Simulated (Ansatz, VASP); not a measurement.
## Ga2Te3Pd in VASP and in Ansatz

The input INCAR:

```
SYSTEM = Ga2Te3Pd
PREC = Accurate
ENCUT = 520
EDIFF = 1E-6
ISMEAR = 0
SIGMA = 0.1
LREAL = .False.
LASPH = .True.
NELM = 60
ALGO = Normal
ISIF = 2
LWAVE = .False.
LCHARG = .False.
GGA = PE
NBANDS = 36
```

File KPOINTS:

```
Automatic mesh
0
Gamma
  3 3 4
  0 0 0
```

POSCAR

```
Ga2Te3Pd
1.0
    6.6120688100      0.0000000000      0.0000000000
   -3.3060344000      5.7262195600      0.0000000000
    0.0000000000      0.0000000000      4.7046119100
Ga Te Pd
2 3 1
Direct
    0.0000000000      0.0000000000      0.0000000000
    0.6666666700      0.3333333300      0.5000000000
    0.4878661200      0.5121338800      0.0000000000
    0.4878661200      0.9757322400      0.0000000000
    0.0242677600      0.5121338800      0.0000000000
    0.3333333300      0.6666666700      0.5000000000
```

Input for Ansatz:

```yaml
crystal:
  lattice:
    - [6.61206881, 0.0, 0.0]
    - [-3.3060344, 5.72621956, 0.0]
    - [0.0, 0.0, 4.70461191]
  atoms:
    - { symbol: Ga, position: [0.0, 0.0, 0.0] }
    - { symbol: Ga, position: [0.66666667, 0.33333333, 0.5] }
    - { symbol: Te, position: [0.48786612, 0.51213388, 0.0] }
    - { symbol: Te, position: [0.48786612, 0.97573224, 0.0] }
    - { symbol: Te, position: [0.02426776, 0.51213388, 0.0] }
    - { symbol: Pd, position: [0.33333333, 0.66666667, 0.5] }
basis:
  ecutwfc: 420
kpoints:
  mp_grid: { grid: [3, 3, 4] }
hamiltonian:
  xc: pbe
scf:
  occupations: { method: gaussian, width: 0.1 }
  lower_state_search: "off"
output:
  forces: true
  stress: true
  eigenvalues: true
```

Alike in both runs: task single point; functional PBE; k mesh 3 × 3 × 4; occupations gaussian, width 0.1 eV; no spin polarisation.

|  | VASP | Ansatz |
| --- | --- | --- |
| version | VASP 6.6.1 | Ansatz 0.2.0 |
| potentials or method | VASP PAW PBE potentials, release 64 (Ga_d, Te, Pd), cutoff 520 eV | scalar-relativistic, plane waves, PAW |
| valence electrons in the cell | 54 | 92 |

VASP gave:

| Quantity | Value |
| --- | --- |
| gap on the k mesh at the Fermi level (eV) | none |
| pressure (GPa) | -0.2 |
| traceless stress, the component that is largest in VASP (GPa) | -5.66 |
| rms of the force components (eV/Å) | 0.187 |

Q: What did Ansatz give for the same quantities?

A: gap on the k mesh at the Fermi level (eV): none; pressure (GPa): -0.2; traceless stress, the component that is largest in VASP (GPa): -5.64; rms of the force components (eV/Å): 0.188.

Atom by atom the forces differ by 0.000 eV/Å (rms over components). A gap of «none» marks a metal or a gap that the smearing closes. VASP's potentials hold 54 valence electrons a cell and Ansatz's 92, so a difference there can come from the potentials and not from the codes.

The k mesh is coarse, so the values compare programs but aren't converged. Spin-orbit coupling is off throughout.
